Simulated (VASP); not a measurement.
# Fe (P6_3/mmc) in VASP: notebook

Runs on Fe. Level: PBEsol. Tasks: relaxation of cell and atoms.

Program: VASP 6.6.1. These are calculated values, not measurements. Logs are shortened: lines on timing, memory, paths and dates and some standing lists are left out, and cuts for length are marked.

## (1) The cell of the first run

The structure is hexagonal, space group P6_3/mmc (No. 194). Conventional cell: a = 2.411 Å, b = 2.411 Å, c = 3.814 Å, α = 90.00°, β = 90.00°, γ = 120.00°. Fe (site symmetry -6m2) has 12 Fe at 2.36 to 2.41 Å within 3.1 Å.

This isn't the form of Fe at room conditions, which is bcc.

## (2) Relaxation of cell and atoms, PBEsol, target pressure 3 GPa, at which the enthalpy is minimised

INCAR reads:

```
SYSTEM = Fe
PREC = Accurate
ENCUT = 600
EDIFF = 1E-7
ISMEAR = 0
SIGMA = 0.1
LREAL = .FALSE.
LASPH = .TRUE.
NELM = 120
ALGO = Normal
ISIF = 3
LWAVE = .FALSE.
LCHARG = .FALSE.
GGA = PS
IBRION = 2
NSW = 70
EDIFFG = -0.004
PSTRESS = 30.0
GGA_COMPAT = .FALSE.
NELMIN = 4
```

KPOINTS reads:

```
regular mesh
0
G
  27 27 16
  0 0 0
```

POSCAR reads:

```
Fe
1.0
    2.4107350907      0.0000000000      0.0000000000
   -1.2053675454      2.0877578304      0.0000000000
    0.0000000000      0.0000000000      3.8141648451
Fe
2
Direct
    0.3333333333      0.6666666667      0.2500000000
    0.6666666667      0.3333333333      0.7500000000
```

Potentials or basis: VASP PAW PBE potentials, release 64 (Fe).

Command:

```console
$ cat potpaw_PBE.64/Fe/POTCAR > POTCAR
$ mpirun -np 1 vasp_std > vasp.out
```

OUTCAR:

```text
SYSTEM = Fe
   PREC = Accurate
   ENCUT = 600
   EDIFF = 1E-7
   ISMEAR = 0
   LREAL = .FALSE.
   LASPH = .TRUE.
   NELM = 120
   ISIF = 3
   GGA = PS
   IBRION = 2
   NSW = 70
   EDIFFG = -0.004
   PSTRESS = 30.0
   NELMIN = 4

 ion  position               nearest neighbor table
   1  0.333  0.667  0.250-   2 2.36   2 2.36   2 2.36   2 2.36   2 2.36   2 2.36
   2  0.667  0.333  0.750-   1 2.36   1 2.36   1 2.36   1 2.36   1 2.36   1 2.36

  LATTYP: Found a hexagonal cell.
 ALAT       =     2.4107350907
 C/A-ratio  =     1.5821584295

  Lattice vectors:

 A1 = (   2.4107350907,   0.0000000000,   0.0000000000)
 A2 = (  -1.2053675454,   2.0877578304,   0.0000000000)
 A3 = (   0.0000000000,   0.0000000000,   3.8141648451)

Analysis of symmetry for initial positions (statically):
=====================================================================
 Subroutine PRICEL returns:
 Original cell was already a primitive cell.

 Routine SETGRP: Setting up the symmetry group for a
 hexagonal supercell.

 Subroutine GETGRP returns: Found 24 space group operations
 (whereof 12 operations were pure point group operations)
 out of a pool of 24 trial point group operations.

The static configuration has the point symmetry D_3d.
 The point group associated with its full space group is D_6h.

Analysis of symmetry for dynamics (positions and initial velocities):
=====================================================================
 Subroutine PRICEL returns:
 Original cell was already a primitive cell.

 Routine SETGRP: Setting up the symmetry group for a
 hexagonal supercell.

 Subroutine GETGRP returns: Found 24 space group operations
 (whereof 12 operations were pure point group operations)
 out of a pool of 24 trial point group operations.

The dynamic configuration has the point symmetry D_3d.
 The point group associated with its full space group is D_6h.

 Subroutine INISYM returns: Found 24 space group operations
 (whereof 12 operations are pure point group operations),
 and found     1 'primitive' translations

----------------------------------------------------------------------------------------

                                     Primitive cell

  volume of cell :      19.1968

  direct lattice vectors                    reciprocal lattice vectors
     2.410735091  0.000000000  0.000000000     0.414811235  0.239491378  0.000000000
    -1.205367545  2.087757830  0.000000000     0.000000000  0.478982756  0.000000000
     0.000000000  0.000000000  3.814164845     0.000000000  0.000000000  0.262180593

  length of vectors
[... 98 lines left out ...]
   EFERMI_NEDOS =   21; number of points for ismear=-14 and -15
   IALGO  =     38    algorithm
   IMIX   =      4    mixing-type and parameters
     AMIX     =   0.40;   BMIX     =  1.00
     AMIX_MAG =   1.60;   BMIX_MAG =  1.00
  volume/ion in A,a.u.               =       9.60        64.77
  Fermi-wavevector in a.u.,A,eV,Ry     =   1.540654  2.911414 32.294992  2.373615
  Thomas-Fermi vector in A             =   2.646711
   LORBIT       =      0    0 simple, 1 ext, 2 COOP (PROOUT), +10 PAW based schemes
   GGA     = PS    functional components
   LHFCALC =     F    Hartree Fock is set to
   AEXX    =    0.0000 exact exchange contribution
   IVDW    =     0    specifies the selected vdW correction
   LEPSILON=     F    determine dielectric tensor
   LRPA    =     F    only Hartree local field effects (RPA)
 conjugate gradient relaxation of ions
 non-spin polarized calculation
 Gauss-broadening in eV      SIGMA  =   0.10
  energy-cutoff  :      600.00
  volume of cell :       19.20
 maximum number of plane-waves:       660
 NGX is ok and might be reduce to    20
   NGX =  9   NGY =  9   NGZ = 15

--------------------------------------- Ionic step        1  -------------------------------------------

 number of electron      15.9999994 magnetization

 Free energy of the ion-electron system (eV)
  ---------------------------------------------------
  ext. energy  EPLUGINS =         0.00000000
  ---------------------------------------------------
  free energy    TOTEN  =       -17.86798947 eV

  energy without entropy =      -17.85625392  energy(sigma->0) =      -17.86212170

------------------------ aborting loop because EDIFF is reached ----------------------------------------

  FORCE on cell =-STRESS in cart. coord.  units (eV):
  Direction    XX          YY          ZZ          XY          YZ          ZX
  --------------------------------------------------------------------------------------
  -------------------------------------------------------------------------------------
  Total        0.8389072      0.8389072      0.8111540     -0.0000000     -0.0000000      0.0000000
  in kB       70.0157001     70.0157001     67.6994029     -0.0000000     -0.0000000      0.0000000
  external PRESSURE =      39.2436011 kB  Pullay stress =      30.0000000 kB
[... 253 lines left out ...]
--------------------------------------- Ionic step        8  -------------------------------------------

 number of electron      15.9999992 magnetization

 Free energy of the ion-electron system (eV)
  ---------------------------------------------------
  ext. energy  EPLUGINS =         0.00000000
  ---------------------------------------------------
  free energy    TOTEN  =       -17.87470545 eV

  energy without entropy =      -17.86277752  energy(sigma->0) =      -17.86874149

 E-fermi :   7.3063     XC(G=0): -14.2392

 val. band max:        7.3055156054   @ k =   0.1481   0.0741   0.3750
 cond. band min:       7.3068015633   @ k =   0.0000   0.0000   0.3750
 fundamental gap:      0.0012859579
 Fermi energy:         7.3062832451

 k-point     1 :       0.0000    0.0000    0.0000
  band No.  band energies     occupation
      1      -1.9364      2.00000
      2       2.0456      2.00000
      3       5.5208      2.00000
      4       5.5208      2.00000
      5       5.6607      2.00000
      6       6.0257      2.00000
      7       6.0257      2.00000
      8       6.3978      2.00000
      9       6.3978      2.00000
     10       7.8338      0.00000
     11       8.0731      0.00000
     12       8.0731      0.00000
[... 331 lines left out ...]
 k-point    24 :       0.3704    0.0370    0.0000
  band No.  band energies     occupation
      1       2.0795      2.00000
      2       2.7732      2.00000
      3       3.1054      2.00000
      4       4.6913      2.00000
      5       5.2947      2.00000
      6       5.7692      2.00000
      7       5.9677      2.00000
      8       7.8710      0.00000
      9       7.9881      0.00000
     10       8.4381      0.00000
     11       8.6305      0.00000
     12      14.9615      0.00000

 [... further k-points ...]
[... 5 lines left out ...]
  --------------------------------------------------------------------------------------
  -------------------------------------------------------------------------------------
  Total        0.3626336      0.3626336      0.3641399     -0.0000000     -0.0000000      0.0000000
  in kB       29.9259533     29.9259533     30.0502610     -0.0000000     -0.0000000      0.0000000
  external PRESSURE =      -0.0326108 kB  Pullay stress =      30.0000000 kB
[... 21 lines left out ...]
  energy  without entropy=      -17.8627775236  energy(sigma->0) =      -17.86874149

  enthalpy is  TOTEN    =       -17.5111745934 eV   P V=        0.3635308570

 reached required accuracy - stopping structural energy minimisation
```

Run time: 12 min. Hardware: 1 thread of Oxide Virtual Turin-like, shared host; peak memory 0.27 GiB.

What came out:

```yaml
Free_energy: -17.8747 eV
Relaxed_volume: 9.71 Å³/atom
Relaxed_cell: a = 2.420 Å, b = 2.420 Å, c = 3.827 Å, α = 90.00°, β = 90.00°, γ = 120.00°
Space_group_after_relaxing_to_0.1_Å: P6_3/mmc (No. 194)
Energy_change_on_relaxing_the_run_minimises_the_enthalpy: -3.4 meV/atom
Ionic_steps: 8
Pressure_after_relaxing: 3.0 GPa
Band_gap_on_the_k_mesh: zero (bands 8 and 9 overlap by 2.07 eV)
```

Step by step:
```csv
step,energy change (eV),largest force (eV/Å),pressure (GPa),volume (Å³)
1,0.0000,0.0000,6.92,19.20
2,-0.0048,0.0000,-4.22,19.86
3,-0.0067,0.0000,2.97,19.42
4,-0.0067,0.0000,3.04,19.41
5,-0.0067,0.0000,3.06,19.41
6,-0.0067,0.0000,3.06,19.41
7,-0.0068,0.0000,2.91,19.42
8,-0.0067,0.0000,3.00,19.41
```

Final structure:
```
CELL_PARAMETERS angstrom
2.42044 0.00000 0.00000
-1.21022 2.09616 0.00000
0.00000 0.00000 3.82659
ATOMIC_POSITIONS crystal
Fe 0.33333 0.66667 0.25000
Fe 0.66667 0.33333 0.75000
```

Levels at points of the mesh, in eV from the Fermi level:
| k point | band 6 | band 7 | band 8 | band 9 | band 10 | band 11 |
| --- | --- | --- | --- | --- | --- | --- |
| (0.00, 0.00, 0.00) | -1.28 | -1.28 | -0.91 | -0.91 | 0.53 | 0.77 |
| (0.00, 0.00, 0.50) | -1.91 | -1.91 | -1.91 | 0.35 | 0.35 | 0.35 |

Caveat: the cell is relaxed towards a set pressure, so the run minimises the enthalpy, not the energy; the PAW data sets were made with another functional, which shifts forces and pressure a little; the run has no spin polarisation, though such a crystal can be magnetic. Spin polarisation is off, so any magnetic state and its effect on volume and gap are missing.

## (3) Relaxation of cell and atoms, PBEsol, target pressure 1e-06 GPa, at which the enthalpy is minimised

This run uses another cell than the first one, of 9.72 Å³/atom.

INCAR reads:

```
  PREC = Accurate
  ENCUT = 600
  EDIFF = 1E-7
  ISMEAR = 0
  SIGMA = 0.1
  LREAL = F
  LASPH = T
  NELM = 120
  ALGO = Normal
  ISIF = 3
  LWAVE = F
  LCHARG = F
  GGA = PS
  IBRION = 2
  NSW = 70
  EDIFFG = -0.004
  PSTRESS = 9.999999999999999e-06
  GGA_COMPAT = F
  NELMIN = 4
```

KPOINTS reads:

```
regular mesh
0
Gamma
  27 27 16
```

POSCAR reads:

```
Fe
1.0
    2.4214140518      0.0000000000      0.0000000000
   -1.2107070259      2.0970060819      0.0000000000
    0.0000000000      0.0000000000      3.8298147661
Fe
2
Direct
    0.3333333333      0.6666666667      0.2500000000
    0.6666666667      0.3333333333      0.7500000000
```

Potentials or basis: VASP PAW PBE potentials, release 64 (Fe).

Command:

```console
$ cat potpaw_PBE.64/Fe/POTCAR > POTCAR
$ mpirun -np 1 vasp_std > vasp.out
```

OUTCAR:

```text
PREC = Accurate
   ENCUT = 600
   EDIFF = 1E-7
   ISMEAR = 0
   LREAL = F
   LASPH = T
   NELM = 120
   ISIF = 3
   GGA = PS
   IBRION = 2
   NSW = 70
   EDIFFG = -0.004
   PSTRESS = 9.999999999999999e-06
   NELMIN = 4

 ion  position               nearest neighbor table
   1  0.333  0.667  0.250-   2 2.37   2 2.37   2 2.37   2 2.37   2 2.37   2 2.37
   2  0.667  0.333  0.750-   1 2.37   1 2.37   1 2.37   1 2.37   1 2.37   1 2.37

  LATTYP: Found a hexagonal cell.
 ALAT       =     2.4214140518
 C/A-ratio  =     1.5816439007

  Lattice vectors:

 A1 = (   2.4214140518,   0.0000000000,   0.0000000000)
 A2 = (  -1.2107070259,   2.0970060819,   0.0000000000)
 A3 = (   0.0000000000,   0.0000000000,   3.8298147661)

Analysis of symmetry for initial positions (statically):
[... 300 lines left out ...]

 E-fermi :   7.1976     XC(G=0): -14.1850

 val. band max:        7.1969203426   @ k =   0.1481   0.0741   0.3750
 cond. band min:       7.1977664537   @ k =   0.0000   0.0000   0.3750
 fundamental gap:      0.0008461111
 Fermi energy:         7.1975899156

 k-point     1 :       0.0000    0.0000    0.0000
  band No.  band energies     occupation
      1      -1.9910      2.00000
      2       1.9954      2.00000
      3       5.4365      2.00000
      4       5.4365      2.00000
      5       5.5762      2.00000
      6       5.9346      2.00000
      7       5.9346      2.00000
      8       6.2996      2.00000
      9       6.2996      2.00000
     10       7.7252      0.00000
     11       7.9546      0.00000
     12       7.9546      0.00000
[... 331 lines left out ...]
 k-point    24 :       0.3704    0.0370    0.0000
  band No.  band energies     occupation
      1       2.0149      2.00000
      2       2.7208      2.00000
      3       3.0513      2.00000
      4       4.6088      2.00000
      5       5.2117      2.00000
      6       5.6807      2.00000
      7       5.8771      2.00000
      8       7.7538      0.00000
      9       7.8697      0.00000
     10       8.3146      0.00000
     11       8.5036      0.00000
     12      14.7842      0.00000

 [... further k-points ...]
[... 5 lines left out ...]
  --------------------------------------------------------------------------------------
  -------------------------------------------------------------------------------------
  Total       -0.0012215     -0.0012215      0.0039049      0.0000000      0.0000000     -0.0000000
  in kB       -0.0998895     -0.0998895      0.3193224      0.0000000      0.0000000     -0.0000000
  external PRESSURE =       0.0398378 kB  Pullay stress =       0.0000100 kB
[... 21 lines left out ...]
  energy  without entropy=      -17.8643975683  energy(sigma->0) =      -17.87044202

  enthalpy is  TOTEN    =       -17.8764863528 eV   P V=        0.0000001223

 reached required accuracy - stopping structural energy minimisation
```

Run time: 5.3 min. Hardware: 1 thread of Oxide Virtual Turin-like, shared host; peak memory 0.27 GiB.

Results:

```
Free energy                                                : -17.8765 eV
Relaxed volume                                             : 9.80 Å³/atom
Relaxed cell                                               : a = 2.428 Å, b = 2.428 Å, c = 3.837 Å, α = 90.00°, β = 90.00°, γ = 120.00°
Space group after relaxing (to 0.1 Å)                      : P6_3/mmc (No. 194)
Energy change on relaxing (the run minimises the enthalpy) : -0.6 meV/atom
Ionic steps                                                : 4
Pressure after relaxing                                    : 0.0 GPa
Band gap on the k mesh                                     : zero (bands 8 and 9 overlap by 2.04 eV)
```

Step by step:
```tsv
step	energy change (eV)	largest force (eV/Å)	pressure (GPa)	volume (Å³)
1	0.0000	0.0000	2.46	19.45
2	0.0028	0.0000	-4.41	19.87
3	-0.0011	0.0000	0.00	19.59
4	-0.0011	0.0000	0.00	19.59
```

Final structure:
```cif
data_structure
_symmetry_space_group_name_H-M 'P 1'
_symmetry_Int_Tables_number 1
_cell_length_a 2.4281
_cell_length_b 2.4281
_cell_length_c 3.8374
_cell_angle_alpha 90.000
_cell_angle_beta 90.000
_cell_angle_gamma 120.000
_cell_volume 19.59
loop_
_atom_site_label
_atom_site_type_symbol
_atom_site_fract_x
_atom_site_fract_y
_atom_site_fract_z
_atom_site_occupancy
Fe1 Fe 0.33333 0.66667 0.25000 1
Fe2 Fe 0.66667 0.33333 0.75000 1
```

Levels at points of the mesh, in eV from the Fermi level:
```csv
k point,band 6,band 7,band 8,band 9,band 10,band 11
"(0.00, 0.00, 0.00)",-1.26,-1.26,-0.90,-0.90,0.53,0.76
"(0.00, 0.00, 0.50)",-1.89,-1.89,-1.89,0.34,0.34,0.34
```

Caveat: the cell is relaxed towards a set pressure, so the run minimises the enthalpy, not the energy; the PAW data sets were made with another functional, which shifts forces and pressure a little; the run has no spin polarisation, though such a crystal can be magnetic. Spin polarisation is off, so any magnetic state and its effect on volume and gap are missing.

(Continued in part 2 of 2.)
